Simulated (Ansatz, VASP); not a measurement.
# Two plane-wave programs on Y3Ge

```
CELL_PARAMETERS angstrom
0.00000 0.00000 4.69343
4.69545 0.00000 0.00000
0.00000 9.39090 0.00000
ATOMIC_POSITIONS crystal
Y 0.50000 0.00000 0.25000
Y 0.50000 0.00000 0.75000
Y 0.50000 0.50000 0.50000
Y 0.50000 0.50000 0.00000
Y 0.00000 0.50000 0.25000
Y 0.00000 0.50000 0.75000
Ge 0.00000 0.00000 0.50000
Ge 0.00000 0.00000 0.00000
```

Alike in both runs: task single point; functional PBE; k mesh 6 × 6 × 4; occupations gaussian, width 0.2 eV; no spin polarisation.

|  | VASP | Ansatz |
| --- | --- | --- |
| version | VASP 6.6.1 | Ansatz 0.2.0 |
| potentials or method | VASP PAW PBE potentials, release 64 (Y_sv, Ge_d), cutoff 520 eV | scalar-relativistic, plane waves, PAW |
| valence electrons in the cell | 94 | 94 |

```csv
,VASP,Ansatz,Ansatz less VASP
gap on the k mesh at the Fermi level (eV),none,none,-
pressure (GPa),0.0,0.0,+0.03
```

A gap of «none» marks a metal or a gap that the smearing closes. The functional is the same, so the differences come from potentials, cutoffs and numerics.
